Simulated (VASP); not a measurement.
Crystal: SnSe.

```
Sn Se
1.0
     0.00000    3.01000    3.01000
     3.01000    0.00000    3.01000
     3.01000    3.01000    0.00000
Sn Se
1 1
Direct
  0.00000 0.00000 0.00000
  0.50000 0.50000 0.50000
```

* Program: VASP 6.6.1
* Task: relaxation of cell and atoms
* Functional: PBEsol
* Potentials or basis: VASP PAW PBE potentials, release 64 (Sn_d, Se)
* Cutoff: 600 eV
* k mesh: 8 × 8 × 8
* Occupations: fermi-dirac, width 0.02 eV
* Spin: no spin polarisation

At the start: pressure -1.9 GPa; volume 27.27 Å³/atom.

Where does the relaxation end?

Over 3 steps the energy falls by 5.9 meV/atom and the volume is 26.30 Å³/atom (-3.6 %); space group Fm-3m (No. 225, to 0.05 Å).

Step by step:
```csv
step,energy change (eV),largest force (eV/Å),pressure (GPa),volume (Å³)
1,0.0000,0.0000,-1.90,54.54
2,-0.0108,0.0000,0.63,52.03
3,-0.0119,0.0000,0.01,52.60
```

Final structure:
```xyz
2
Lattice="0.0000 2.9738 2.9738 2.9738 0.0000 2.9738 2.9738 2.9738 0.0000" Properties=species:S:1:pos:R:3 pbc="T T T"
Sn    0.0000    0.0000    0.0000
Se    2.9738    2.9738    2.9738
```

Caveat: the PAW data sets were made with another functional, which shifts forces and pressure a little.
